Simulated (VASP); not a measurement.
# ZnS (P1) in VASP: single point with LDA

Aim: the single point of ZnS with LDA.

Everything below comes from runs of VASP 6.6.1. Logs are shortened: lines on timing, memory, paths and dates and some standing lists are left out, and cuts for length are marked.

## (1) The cell of the first run

The typed cell holds 8 atoms: a = 5.409 Å, b = 5.409 Å, c = 5.409 Å, α = 90.00°, β = 90.00°, γ = 90.00°.

## (2) Single point, LDA (atoms moved at random)

Input file INCAR:

```
ALGO = Normal
EDIFF = 1E-6
ENCUT = 520
ISIF = 2
ISMEAR = 0
LASPH = True
LCHARG = False
LREAL = False
LWAVE = False
NBANDS = 46
NELM = 100
PREC = Accurate
SIGMA = 0.05
```

Input file KPOINTS:

```
k-points
0
Gamma
  6 6 6
```

Input file POSCAR:

```
ZnS
1.0
    5.4093000000      0.0000000000      0.0000000000
    0.0000000000     -5.4093000000      0.0000000000
    0.0000000000      0.0000000000     -5.4093000000
Zn S
4 4
Direct
   -0.0235922484      0.5113782637      0.5480690199
    0.4994894207     -0.0048514185      0.4828351640
    0.5276133233      0.4916188268     -0.0107460999
   -0.0168384391     -0.0119993889      0.0155522977
    0.7682276354      0.7989395638      0.7814299306
    0.2483946214      0.2238981265      0.7458777967
    0.2053486614      0.7296921477      0.1839744860
    0.7913570253      0.2613238789      0.2530074050
```

Potentials or basis: VASP PAW LDA potentials, release 64 (Zn, S).

Started as:

```sh
cat potpaw_LDA.64/Zn/POTCAR potpaw_LDA.64/S/POTCAR > POTCAR
mpirun -np 1 vasp_std > vasp.out
```

OUTCAR:

```text
EDIFF = 1E-6
   ENCUT = 520
   ISIF = 2
   ISMEAR = 0
   LASPH = True
   LREAL = False
   NELM = 100
   PREC = Accurate

 ion  position               nearest neighbor table
   1  0.976  0.511  0.548-   5 2.30   8 2.32   6 2.39   7 2.61
   2  0.499  0.995  0.483-   6 2.32   5 2.42   8 2.47   7 2.68
   3  0.528  0.492  0.989-   8 2.37   5 2.39   7 2.41   6 2.47
   4  0.983  0.988  0.016-   5 2.00   7 2.06   8 2.22   6 2.41
   5  0.768  0.799  0.781-   4 2.00   1 2.30   3 2.39   2 2.42
   6  0.248  0.224  0.746-   2 2.32   1 2.39   4 2.41   3 2.47
   7  0.205  0.730  0.184-   4 2.06   3 2.41   1 2.61   2 2.68
   8  0.791  0.261  0.253-   4 2.22   1 2.32   3 2.37   2 2.47

  LATTYP: Found a simple cubic cell.
 ALAT       =     5.4093000000

  Lattice vectors:

 A1 = (   5.4093000000,   0.0000000000,   0.0000000000)
 A2 = (   0.0000000000,  -5.4093000000,   0.0000000000)
 A3 = (   0.0000000000,   0.0000000000,  -5.4093000000)

Analysis of symmetry for initial positions (statically):
=====================================================================
 Subroutine PRICEL returns:
 Original cell was already a primitive cell.

 Routine SETGRP: Setting up the symmetry group for a
 simple cubic supercell.

 Subroutine GETGRP returns: Found  1 space group operations
 (whereof  1 operations were pure point group operations)
 out of a pool of 48 trial point group operations.

The static configuration has the point symmetry C_1 .

Analysis of symmetry for dynamics (positions and initial velocities):
=====================================================================
 Subroutine PRICEL returns:
 Original cell was already a primitive cell.

 Routine SETGRP: Setting up the symmetry group for a
 simple cubic supercell.

 Subroutine GETGRP returns: Found  1 space group operations
 (whereof  1 operations were pure point group operations)
 out of a pool of 48 trial point group operations.

The dynamic configuration has the point symmetry C_1 .

 Subroutine INISYM returns: Found  1 space group operations
 (whereof  1 operations are pure point group operations),
 and found     1 'primitive' translations

----------------------------------------------------------------------------------------

                                     Primitive cell

  volume of cell :     158.2790

  direct lattice vectors                    reciprocal lattice vectors
     5.409300000  0.000000000  0.000000000     0.184866803  0.000000000  0.000000000
     0.000000000 -5.409300000  0.000000000     0.000000000 -0.184866803  0.000000000
     0.000000000  0.000000000 -5.409300000     0.000000000  0.000000000 -0.184866803

  length of vectors
     5.409300000  5.409300000  5.409300000     0.184866803  0.184866803  0.184866803

  position of ions in fractional coordinates (direct lattice)
     0.976407752  0.511378264  0.548069020
     0.499489421  0.995148581  0.482835164
     0.527613323  0.491618827  0.989253900
     0.983161561  0.988000611  0.015552298
     0.768227635  0.798939564  0.781429931
     0.248394621  0.223898127  0.745877797
     0.205348661  0.729692148  0.183974486
     0.791357025  0.261323879  0.253007405

  ion indices of the primitive-cell ions
   primitive index   ion index
                 1           1
                 2           2
                 3           3
                 4           4
                 5           5
                 6           6
                 7           7
                 8           8

----------------------------------------------------------------------------------------

 KPOINTS: k-points

Automatic generation of k-mesh.
 Grid dimensions read from file:
 generate k-points for:    6    6    6

 Generating k-lattice:

  Cartesian coordinates                     Fractional coordinates (reciprocal lattice)
     0.030811134  0.000000000  0.000000000     0.166666667  0.000000000  0.000000000
     0.000000000 -0.030811134  0.000000000     0.000000000  0.166666667  0.000000000
     0.000000000  0.000000000 -0.030811134     0.000000000  0.000000000  0.166666667

  Length of vectors
     0.030811134  0.030811134  0.030811134

  Shift w.r.t. Gamma in fractional coordinates (k-lattice)
     0.000000000  0.000000000  0.000000000

 Subroutine IBZKPT returns following result:
 ===========================================

 Found    112 irreducible k-points:

 Following reciprocal coordinates:
            Coordinates               Weight
  0.000000  0.000000  0.000000      1.000000
  0.166667  0.000000  0.000000      2.000000
  0.000000  0.166667  0.000000      2.000000
  0.000000  0.000000  0.166667      2.000000
  0.333333  0.000000  0.000000      2.000000
  0.000000  0.333333  0.000000      2.000000
[... 16 lines left out ...]
  0.000000 -0.333333  0.166667      2.000000
 -0.166667  0.000000  0.333333      2.000000
 [... further k-points ...]
   k-points           NKPTS =    112   k-points in BZ     NKDIM =    112   number of bands    NBANDS=     46
   number of dos      NEDOS =    301   number of ions     NIONS =      8
   total plane-waves  NPLWV =  64000
   dimension x,y,z NGX =    40 NGY =   40 NGZ =   40
   dimension x,y,z NGXF=    80 NGYF=   80 NGZF=   80
   ions per type =               4   4
   NGX,Y,Z   is equivalent  to a cutoff of  12.29, 12.29, 12.29 a.u.
   NGXF,Y,Z  is equivalent  to a cutoff of  24.59, 24.59, 24.59 a.u.
 SYSTEM =  unknown system
   PREC   = accura    normal or accurate (medium, high low for compatibility)
   ISTART =      0    job   : 0-new  1-cont  2-samecut
   ICHARG =      2    charge: 1-file 2-atom 10-const
   ISPIN  =      1    spin polarized calculation?
   LNONCOLLINEAR =      F non collinear calculations
   LSORBIT =      F    spin-orbit coupling
   LASPH  =      T    aspherical Exc in radial PAW
   ENCUT  =  520.0 eV  38.22 Ry    6.18 a.u.  10.06 10.06 10.06*2*pi/ulx,y,z
   NELM   =    100;   NELMIN=  2; NELMDL= -5     # of ELM steps
   EDIFF  = 0.1E-05   stopping-criterion for ELM
   LREAL  =      F    real-space projection
   EDIFFG = 0.1E-04   stopping-criterion for IOM
   NSW    =      0    number of steps for IOM
   IBRION =     -1    ionic relax: 0-MD 1-quasi-New 2-CG
   NFREE  =      0    steps in history (QN), initial steepest desc. (CG)
   ISIF   =      2    stress and relaxation
   ISYM   =      2    0-nonsym 1-usesym 2-fastsym
   POTIM  = 0.5000    time-step for ionic-motion
   TEBEG  =    0.0;   TEEND  =   0.0 temperature during run
   PSTRESS=    0.0 pullay stress
   NELECT =      72.0000    total number of electrons
   NUPDOWN=      -1.0000    fix difference up-down
   EMIN   =  10.00;   EMAX   =-10.00  energy-range for DOS
   EFERMI =   0.00;   METHOD = LEGACY
   ISMEAR =     0;   SIGMA  =   0.05  broadening in eV -4-tet -1-fermi 0-gaus
   EFERMI_NEDOS =   21; number of points for ismear=-14 and -15
   IALGO  =     38    algorithm
   IMIX   =      4    mixing-type and parameters
     AMIX     =   0.40;   BMIX     =  1.00
     AMIX_MAG =   1.60;   BMIX_MAG =  1.00
  volume/ion in A,a.u.               =      19.78       133.51
  Fermi-wavevector in a.u.,A,eV,Ry     =   1.259055  2.379268 21.568210  1.585219
  Thomas-Fermi vector in A             =   2.392634
   LORBIT       =      0    0 simple, 1 ext, 2 COOP (PROOUT), +10 PAW based schemes
   GGA     = CA    functional components
   LHFCALC =     F    Hartree Fock is set to
   AEXX    =    0.0000 exact exchange contribution
   IVDW    =     0    specifies the selected vdW correction
   LEPSILON=     F    determine dielectric tensor
   LRPA    =     F    only Hartree local field effects (RPA)
 non-spin polarized calculation
 Gauss-broadening in eV      SIGMA  =   0.05
  energy-cutoff  :      520.00
  volume of cell :      158.28
 maximum number of plane-waves:      4337
   NGX = 21   NGY = 21   NGZ = 21

 number of electron      72.0000019 magnetization

 Free energy of the ion-electron system (eV)
  ---------------------------------------------------
  ext. energy  EPLUGINS =         0.00000000
  ---------------------------------------------------
  free energy    TOTEN  =       -30.66430491 eV

  energy without entropy =      -30.66430491  energy(sigma->0) =      -30.66430491

 E-fermi :   2.2754     XC(G=0): -10.0297

 val. band max:        2.0587590785   @ k =   0.0000   0.0000   0.0000
 cond. band min:       3.5191793629   @ k =   0.0000   0.0000   0.0000
 fundamental gap:      1.4604202843
 Fermi energy:         2.2754115688

 k-point     1 :       0.0000    0.0000    0.0000
  band No.  band energies     occupation
      1     -11.4913      2.00000
      2     -10.2959      2.00000
      3      -9.8034      2.00000
      4      -9.6335      2.00000
      5      -5.2288      2.00000
      6      -5.0996      2.00000
[... 38 lines left out ...]
     45       8.2542      0.00000
     46       8.4012      0.00000

 k-point     2 :       0.1667    0.0000    0.0000
  band No.  band energies     occupation
      1     -11.4396      2.00000
      2     -10.2969      2.00000
      3      -9.8891      2.00000
      4      -9.6258      2.00000
      5      -5.2435      2.00000
      6      -5.0956      2.00000
[... 38 lines left out ...]
     45       8.5421      0.00000
     46       8.6811      0.00000

 k-point     3 :       0.0000    0.1667    0.0000
  band No.  band energies     occupation
      1     -11.4316      2.00000
      2     -10.3394      2.00000
      3      -9.8074      2.00000
      4      -9.6750      2.00000
      5      -5.2376      2.00000
      6      -5.0964      2.00000
[... 38 lines left out ...]
     45       8.5159      0.00000
     46       8.6527      0.00000

 k-point     4 :       0.0000    0.0000    0.1667
  band No.  band energies     occupation
      1     -11.4352      2.00000
      2     -10.3409      2.00000
      3      -9.8143      2.00000
      4      -9.6582      2.00000
      5      -5.2462      2.00000
      6      -5.0862      2.00000
[... 920 lines left out ...]
     45       8.7267      0.00000
     46       9.1891      0.00000

 k-point    23 :       0.0000   -0.3333    0.1667
  band No.  band energies     occupation
      1     -11.2486      2.00000
      2     -10.4545      2.00000
      3      -9.8475      2.00000
      4      -9.7657      2.00000
      5      -5.2504      2.00000
      6      -5.0844      2.00000
[... 38 lines left out ...]
     45       9.0703      0.00000
     46       9.1815      0.00000

 k-point    24 :      -0.1667    0.0000    0.3333
  band No.  band energies     occupation
      1     -11.2584      2.00000
      2     -10.4483      2.00000
      3      -9.9038      2.00000
      4      -9.6966      2.00000
      5      -5.2727      2.00000
      6      -5.0674      2.00000
[... 38 lines left out ...]
     45       9.0454      0.00000
     46       9.1733      0.00000

 [... further k-points ...]
[... 5 lines left out ...]
  --------------------------------------------------------------------------------------
  -------------------------------------------------------------------------------------
  Total       -1.4076178     -0.8956403     -1.4208733      0.8214567      1.0328214     -3.4211703
  in kB      -14.2485982     -9.0661100    -14.3827769      8.3151872     10.4547248    -34.6307643
  external PRESSURE =     -12.5658283 kB  Pullay stress =       0.0000000 kB

 VOLUME and BASIS-vectors are now :
 -----------------------------------------------------------------------------
  energy-cutoff  :      520.00
  volume of cell :      158.28
      direct lattice vectors                 reciprocal lattice vectors
     5.409300000  0.000000000  0.000000000     0.184866803  0.000000000  0.000000000
     0.000000000 -5.409300000  0.000000000     0.000000000 -0.184866803  0.000000000
     0.000000000  0.000000000 -5.409300000     0.000000000  0.000000000 -0.184866803

 POSITION                                       TOTAL-FORCE (eV/Angst)
 -----------------------------------------------------------------------------------
      5.28168     -2.76620     -2.96467         0.904805      0.067467      0.485985
      2.70189     -5.38306     -2.61180        -0.209541     -0.064883      0.372584
      2.85402     -2.65931     -5.35117        -0.594031      0.049503     -0.042780
      5.31822     -5.34439     -0.08413         1.488795     -3.195111     -0.751970
      4.15557     -4.32170     -4.22699        -3.125112      2.768973      3.369316
      1.34364     -1.21113     -4.03468         0.398439     -1.017850      0.082709
      1.11079     -3.94712     -0.99517         2.862246      1.616411     -3.017649
      4.28069     -1.41358     -1.36859        -1.725601     -0.224510     -0.498194
 -----------------------------------------------------------------------------------
    total drift:                               -0.000212     -0.000064      0.000522

  FREE ENERGIE OF THE ION-ELECTRON SYSTEM (eV)
  ---------------------------------------------------
  free  energy   TOTEN  =       -30.6643049051 eV

  energy  without entropy=      -30.6643049051  energy(sigma->0) =      -30.66430491
```

It took 9.8 min on 1 thread of Oxide Virtual Turin-like, shared host; peak memory 0.59 GiB.

What came out:

- Free energy: -30.6643 eV
- Pressure: -1.3 GPa
- Largest force: 5.365 eV/Å
- Band gap on the k mesh: 1.46 eV

Forces in eV/Å, atoms in the order of the input:
```
Zn   0.905  0.067  0.486
Zn  -0.210 -0.065  0.373
Zn  -0.594  0.050 -0.043
Zn   1.489 -3.195 -0.752
S   -3.125  2.769  3.369
S    0.398 -1.018  0.083
S    2.862  1.616 -3.018
S   -1.726 -0.225 -0.498
```

Levels at points of the mesh, in eV from the valence-band top:
```
           k point  band 32  band 33  band 34  band 35  band 36  band 37  band 38  band 39  band 40  band 41
(0.00, 0.00, 0.00)    -2.14    -1.95    -0.38    -0.09     0.00     1.46     2.43     3.05     3.15     3.36
(0.50, 0.00, 0.00)    -2.54    -1.81    -1.54    -0.87    -0.79     3.25     3.75     3.99     4.11     4.44
(0.00, 0.50, 0.00)    -2.40    -1.37    -1.20    -0.97    -0.95     3.21     3.70     4.10     4.31     4.75
(0.00, 0.00, 0.50)    -2.36    -1.64    -1.46    -1.03    -0.75     3.52     3.67     3.81     4.07     5.10
(0.50, 0.50, 0.00)    -1.89    -1.26    -1.12    -0.91    -0.45     3.54     3.75     4.14     4.59     5.63
(0.00, 0.50, 0.50)    -1.96    -1.50    -1.23    -0.64    -0.54     3.52     3.85     4.34     4.64     5.61
(0.50, 0.00, 0.50)    -2.05    -1.16    -1.05    -0.76    -0.53     3.20     4.16     4.37     4.75     5.27
(0.50, 0.50, 0.50)    -1.07    -0.92    -0.74    -0.51    -0.49     2.39     2.73     2.79     3.27     5.87
```

Caveat: the cell differs from its parent crystal (atoms moved at random); forces of over 1 eV/Å act on the atoms, so gaps and moduli don't describe the material at rest.
